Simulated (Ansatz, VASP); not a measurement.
**CsBa3 in VASP and in Ansatz**

```
CELL_PARAMETERS angstrom
0.00000 5.27350 5.22128
5.27350 0.00000 5.22128
5.27350 5.27350 0.00000
ATOMIC_POSITIONS crystal
Cs 0.00000 0.00000 0.00000
Ba 0.25000 0.25000 0.25000
Ba 0.75000 0.75000 0.75000
Ba 0.50000 0.50000 0.50000
```

Alike in both runs: task single point; functional PBE; k mesh 4 × 4 × 4; occupations methfessel-paxton of order 1, width 0.15 eV; no spin polarisation.

|  | VASP | Ansatz |
| --- | --- | --- |
| version | VASP 6.6.1 | Ansatz 0.2.0 |
| potentials or method | VASP PAW PBE potentials, release 64 (Cs_sv, Ba_sv), cutoff 520 eV | plane waves, PAW |
| valence electrons in the cell | 39 | 39 |

|  | VASP | Ansatz | Ansatz less VASP |
| --- | --- | --- | --- |
| pressure (GPa) | 0.0 | 0.0 | -0.01 |

Spin-orbit coupling is off throughout.
